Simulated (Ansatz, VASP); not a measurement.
# One calculation of Sr2C, two programs

File POSCAR:

```
Sr2C
1.0
    0.0000000000      3.3070522066      3.3070522066
    3.3070522066      0.0000000000      3.3070522066
    3.3070522066      3.3070522066      0.0000000000
C Sr
1 2
Direct
    0.0000000000      0.0000000000      0.0000000000
    0.2500000000      0.2500000000      0.2500000000
    0.7500000000      0.7500000000      0.7500000000
```

Contents of INCAR.step1:

```
  PREC = Accurate
  ENCUT = 520
  EDIFF = 1E-5
  ISMEAR = -1
  SIGMA = 0.02
  LREAL = False
  LASPH = True
  NELM = 100
  ALGO = Normal
  ISIF = 2
  LWAVE = True
  LCHARG = False
  GGA = PE
  NBANDS = 19
```

Contents of INCAR.step2:

```
  PREC = Accurate
  ENCUT = 520
  EDIFF = 1E-6
  ISMEAR = -1
  SIGMA = 0.02
  LREAL = False
  LASPH = True
  NELM = 100
  ALGO = Normal
  ISIF = 2
  LWAVE = False
  LCHARG = False
  GGA = PE
  LHFCALC = True
  HFSCREEN = 0.2079
  PRECFOCK = Normal
  ISTART = 1
  NBANDS = 19
```

Contents of KPOINTS:

```
regular mesh
0
Gamma
  4 4 4
```

Input for Ansatz:

```yaml
crystal:
  lattice:
    - [0.0, 3.3070522066, 3.3070522066]
    - [3.3070522066, 0.0, 3.3070522066]
    - [3.3070522066, 3.3070522066, 0.0]
  atoms:
    - { symbol: C, position: [0.0, 0.0, 0.0] }
    - { symbol: Sr, position: [0.25, 0.25, 0.25] }
    - { symbol: Sr, position: [0.75, 0.75, 0.75] }
kpoints:
  mp_grid: { grid: [4, 4, 4] }
  band_path:
    path:
      - [0.0, 0.0, 0.0]
      - [0.5, 0.0, 0.5]
      - [0.625, 0.25, 0.625]
      - [0.375, 0.375, 0.75]
      - [0.5, 0.5, 0.5]
      - [0.5, 0.25, 0.75]
      - [0.0, 0.5, 0.5]
      - [0.0, 0.429688, -0.429036]
    npoints: 1
hamiltonian:
  xc: hse06
scf:
  occupations: { method: fermi_dirac, width: 0.02 }
  n_extra_bands: 4
output:
  forces: true
  stress: true
  eigenvalues: true
```

Change from the starting cell: hydrostatic strain -1.6%.

Alike in both runs: task single point; functional HSE06; k mesh 4 × 4 × 4; occupations fermi-dirac, width 0.02 eV; no spin polarisation.

```csv
,VASP,Ansatz
version,VASP 6.6.1,Ansatz 0.2.0
potentials or method,"VASP PAW PBE potentials, release 64 (C, Sr_sv)","plane waves, PAW"
plane-wave cutoff (eV),520,420
valence electrons in the cell,24,24
```

VASP gave:

```
pressure (GPa) : 2.5
```

Estimate Ansatz's values.

pressure (GPa): 2.3.

Ansatz's warnings: stress exchange threshold loose, stress scf threshold loose.
